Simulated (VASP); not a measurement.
**SnTe: single point with r2SCAN**

The system is SnTe.

```xyz
2
Lattice="3.8918 0.0000 0.0000 0.0000 3.8918 0.0000 0.0000 0.0000 3.8918" Properties=species:S:1:pos:R:3 pbc="T T T"
Sn    0.0000    0.0000    0.0000
Te    1.9459    1.9459    1.9459
```

```
Program             : VASP 6.6.1
Task                : single point
Functional          : r2SCAN
Potentials or basis : VASP PAW PBE potentials, release 64 (Sn_d, Te)
Cutoff              : 550 eV
k mesh              : 6 × 6 × 6
Occupations         : fermi-dirac, width 0.02 eV
Spin                : no spin polarisation
```

```
Pressure               : 0.0 GPa
Band gap on the k mesh : zero (bands 10 and 11 overlap by 1.77 eV)
```

Levels at points of the mesh, in eV from the Fermi level:
| k point | band 6 | band 7 | band 8 | band 9 | band 10 | band 11 | band 12 | band 13 | band 14 | band 15 |
| --- | --- | --- | --- | --- | --- | --- | --- | --- | --- | --- |
| (0.00, 0.00, 0.00) | -12.93 | -5.34 | -1.96 | -1.96 | -1.96 | 3.98 | 3.98 | 5.65 | 5.65 | 5.65 |
| (0.50, 0.00, 0.00) | -11.64 | -8.58 | -0.39 | -0.39 | 0.08 | 0.42 | 2.20 | 2.20 | 5.85 | 6.77 |
| (0.50, 0.50, 0.00) | -10.77 | -6.65 | -5.07 | -5.07 | 0.19 | 3.45 | 4.08 | 4.08 | 6.55 | 7.63 |
| (0.50, 0.50, 0.50) | -10.20 | -5.47 | -3.08 | -3.08 | -3.08 | -1.34 | -1.34 | -1.34 | 15.05 | 15.05 |

Wall time 30 s on 1 thread of Intel(R) Xeon(R) 6975P-C (Granite Rapids), on a shared host, peak memory 0.18 GiB.

Caveat: the structure was generated, so it needn't be the stable form of SnTe; the PAW data sets were made with another functional, which shifts forces and pressure a little; spin-orbit coupling is left out, which moves the levels of the heavy elements.
